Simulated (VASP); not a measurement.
Crystal: WSe2.

```xyz
3
Lattice="3.2972 0.0000 0.0000 -1.6486 2.8555 0.0000 0.0000 0.0000 7.1843" Properties=species:S:1:pos:R:3 pbc="T T T"
W     0.0000    0.0000    0.0000
Se    0.0000    1.9036    1.6662
Se    0.0000    1.9036    5.5181
```

Base run:

| Property | Result |
| --- | --- |
| Program | VASP 6.6.1 |
| Functional | PBE |
| Potentials or basis | VASP PAW PBE potentials, release 64 (W_sv, Se) |
| Cutoff | 520 eV |
| k mesh | 12 × 12 × 4 |
| Occupations | fermi-dirac, width 0.02 eV |
| Spin | no spin polarisation |

Its results: band gap on the k mesh 1.37 eV (least direct gap 1.56 eV); pressure 3.3 GPa; largest force 0.342 eV/Å.

Task: The run is repeated on the same cell with these changes: functional from PBE to r2SCAN; occupations from fermi-dirac, width 0.02 eV to gaussian, width 0.01 eV. What comes out?

Result: Band gap on the k mesh 1.49 eV (least direct gap 1.67 eV); pressure 1.5 GPa; largest force 0.022 eV/Å.

Caveats: spin-orbit coupling is left out, which moves the levels of the heavy elements; the cell stands under pressure (at least some runs); this functional lacks dispersion, which binds the layers, so the pressure and a relaxed spacing across them are unreliable (at least some runs); the PAW data sets were made with another functional, which shifts forces and pressure a little (at least some runs).

A k mesh can miss the band edges.
